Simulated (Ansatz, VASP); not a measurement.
## K in VASP and in Ansatz

The input INCAR:

```
ALGO = Normal ; EDIFF = 1E-6
ENCUT = 500 ; GGA = PS
GGA_COMPAT = F ; ISIF = 2
ISMEAR = -1 ; LASPH = T
LCHARG = F ; LREAL = F
LWAVE = F ; NBANDS = 10
NELM = 120 ; PREC = Accurate
SIGMA = 0.05
```

Contents of KPOINTS:

```
k-points
0
Gamma
  10 10 10
```

POSCAR

```
K
1.0
   -2.6611005540      2.6611005540      2.6611005540
    2.6611005540     -2.6611005540      2.6611005540
    2.6611005540      2.6611005540     -2.6611005540
K
1
Direct
    0.0000000000      0.0000000000      0.0000000000
```

Input for Ansatz:

```yaml
crystal:
  lattice:
    - [-2.661100554, 2.661100554, 2.661100554]
    - [2.661100554, -2.661100554, 2.661100554]
    - [2.661100554, 2.661100554, -2.661100554]
  atoms:
    - { symbol: K, position: [0.0, 0.0, 0.0] }
kpoints:
  mp_grid: { grid: [10, 10, 10] }
scf:
  occupations: { method: fermi_dirac, width: 0.05 }
hamiltonian:
  xc: pbesol
  pseudopotentials: { kind: all_electron, lapw: { basis_error: 0.0005 } }
output:
  forces: true
  stress: true
  eigenvalues: true
```

Change from the starting cell: volume scaled by 0.96.

Alike in both runs: task single point; functional PBEsol; k mesh 10 × 10 × 10; occupations fermi-dirac, width 0.05 eV; no spin polarisation.

|  | VASP | Ansatz |
| --- | --- | --- |
| version | VASP 6.6.1 | Ansatz 0.2.0 |
| potentials or method | VASP PAW PBE potentials, release 64 (K_sv), cutoff 500 eV | all-electron LAPW, scalar-relativistic |

|  | VASP | Ansatz | Ansatz less VASP |
| --- | --- | --- | --- |
| pressure (GPa) | -0.2 | -0.2 | +0.01 |

VASP's potentials were made for PBE, not for PBEsol. Ansatz ran all-electron here, and VASP with PAW potentials.
